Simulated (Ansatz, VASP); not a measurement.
# One calculation of BN, two programs

INCAR

```
SYSTEM = BN
PREC     = Accurate       ! precision mode
ENCUT    = 520            ! plane-wave cutoff, eV
EDIFF    = 1E-6           ! SCF threshold, eV
ISMEAR   = 0              ! smearing method
SIGMA    = 0.05           ! smearing width, eV
LREAL    = .False.        ! projectors in reciprocal space
LASPH    = .True.         ! aspherical terms in the spheres
NELM     = 60             ! most SCF steps
ALGO     = Normal         ! electronic algorithm
ISIF     = 2              ! what is computed and relaxed
LWAVE    = .False.        ! write WAVECAR
LCHARG   = .True.         ! write CHGCAR
LELF     = .True.         ! ELF
LVHAR    = .True.       
NBANDS   = 16             ! bands
```

The input KPOINTS:

```
regular mesh
0
Gamma
  12 12 4
  0 0 0
```

The input POSCAR:

```
BN
1.0
    2.5039917043      0.0000000000      0.0000000000
   -1.2519958522      2.1685204268      0.0000000000
    0.0000000000      0.0000000000      6.6612000000
B N
2 2
Direct
    0.3801035692      0.7009048556      0.2500000000
    0.6198964308      0.2990951444      0.7500000000
    0.2866080600      0.6324613926      0.7500000000
    0.7133919400      0.3675386074      0.2500000000
```

Input for Ansatz:

```yaml
crystal:
  lattice:
    - [2.5039917043, 0.0, 0.0]
    - [-1.2519958522, 2.1685204268, 0.0]
    - [0.0, 0.0, 6.6612]
  atoms:
    - { symbol: B, position: [0.3801035692, 0.7009048556, 0.25] }
    - { symbol: B, position: [0.6198964308, 0.2990951444, 0.75] }
    - { symbol: "N", position: [0.28660806, 0.6324613926, 0.75] }
    - { symbol: "N", position: [0.71339194, 0.3675386074, 0.25] }
basis:
  ecutwfc: 420
kpoints:
  mp_grid: { grid: [12, 12, 4] }
hamiltonian:
  xc: lda
scf:
  occupations: { method: gaussian, width: 0.05 }
output:
  forces: true
  stress: true
  eigenvalues: true
```

Change from the starting cell: mode 4 (44.4 1/cm) frozen in, largest displacement +0.105 Å.

Alike in both runs: task single point; functional LDA; k mesh 12 × 12 × 4; occupations gaussian, width 0.05 eV; no spin polarisation.

|  | VASP | Ansatz |
| --- | --- | --- |
| version | VASP 6.6.1 | Ansatz 0.2.0 |
| potentials or method | VASP PAW LDA potentials, release 64 (B, N), cutoff 520 eV | scalar-relativistic, plane waves, PAW |
| valence electrons in the cell | 16 | 16 |

VASP gave:

```
gap on the k mesh at the Fermi level (eV)                     : 3.77
least direct gap on the mesh (eV)                             : 4.18
pressure (GPa)                                                : -4.2
traceless stress, the component that is largest in VASP (GPa) : 3.44
rms of the force components (eV/Å)                            : 0.007
```

**Question.** What did Ansatz give for the same quantities?

**Answer.** gap on the k mesh at the Fermi level (eV): 3.79; least direct gap on the mesh (eV): 4.19; pressure (GPa): -4.6; traceless stress, the component that is largest in VASP (GPa): 4.05; rms of the force components (eV/Å): 0.007.

LDA's correlation is that of Perdew and Zunger in VASP and of Perdew and Wang (1992) in Ansatz. Atom by atom the forces differ by 0.000 eV/Å (rms over components).
